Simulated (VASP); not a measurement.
Set up this calculation in VASP 6.6.1, as the native input.

| Property | Result |
| --- | --- |
| Task | single point |
| Functional | LDA |
| Potentials or basis | VASP PAW LDA potentials, release 64 (Ag) |
| Cutoff | 520 eV |
| k mesh | 7 × 7 × 7 |
| Occupations | gaussian, width 0.1 eV |
| Spin | no spin polarisation |
| Dipole correction | no |
| Further INCAR settings | ALGO = Normal; EDIFF = 1e-07; NBANDS = 12 |

The structure of Ag lies in POSCAR:

```
Ag
1.0
    0.0000000000      1.9987962993      1.9987962993
    1.9987962993      0.0000000000      1.9987962993
    1.9987962993      1.9987962993      0.0000000000
Ag
1
Direct
    0.0000000000      0.0000000000      0.0000000000
```

These files were run (other wordings do the same):

INCAR

```
PREC = Accurate
ENCUT = 520
EDIFF = 1E-7
ISMEAR = 0
SIGMA = 0.1
LREAL = F
LASPH = T
NELM = 80
ALGO = Normal
ISIF = 2
LWAVE = F
LCHARG = F
GGA = CA
NBANDS = 12
```

KPOINTS

```
regular mesh
0
Gamma
  7 7 7
```

Potentials or basis: VASP PAW LDA potentials, release 64 (Ag).

Launch:

```bash
$ cat potpaw_LDA.64/Ag/POTCAR > POTCAR
$ mpirun -np 1 vasp_std > vasp.out
```

Results of the run:

```
Pressure               : 0.1 GPa
Band gap on the k mesh : zero (an odd number of electrons rules out a gap without spin polarisation)
```

Caveat: the k points lie up to 0.39 Å⁻¹ apart, too coarse for converged energies and pressures of a metal.

Wall time 2.3 s on 1 thread of Intel(R) Xeon(R) Platinum 8375C CPU @ 2.90GHz (Ice Lake) (shared host), peak memory 0.13 GiB.
